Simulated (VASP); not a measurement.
Runs of VASP 6.6.1 on SiC. The structure is that of space group P4/nmm (No. 129), or close to it. The cells are those of the table. 

| task | spin | cell | k mesh | cutoff (eV) | gap on the mesh (eV) | pressure (GPa) | largest force (eV/Å) |
| --- | --- | --- | --- | --- | --- | --- | --- |
| single point | off | a = 3.196, b = 3.196, c = 4.455 Å, 4 atoms | 14 × 14 × 10 | 520 | none | (a) | 0.01 |
| single point | collinear, ferromagnetic start | a = 3.219, b = 3.219, c = 4.068 Å, 4 atoms | 6 × 6 × 4 | 520 | none | 32.2 | 2.79 |
| single point | off | a = 3.243, b = 3.243, c = 4.420 Å, 4 atoms | 6 × 6 × 4 | 520 | none | 0.0 | (b) |
| relaxation of cell and atoms | off | relaxed from a = 3.219, b = 3.219, c = 4.068 Å, 4 atoms | 6 × 6 × 4 | 600 | none | -0.3 | 0.01 |

Alike in all rows: level r2SCAN; potentials or basis VASP PAW PBE potentials, release 64 (Si, C); smearing gaussian 0.1 eV.

Task: Estimate the missing entries.

Result: (a) 0.1; (b) 0.03.

Caveats: some runs use coarse meshes; the PAW data sets were made with another functional, which shifts forces and pressure a little.

A gap of «none» marks levels without a gap at the run's occupations.
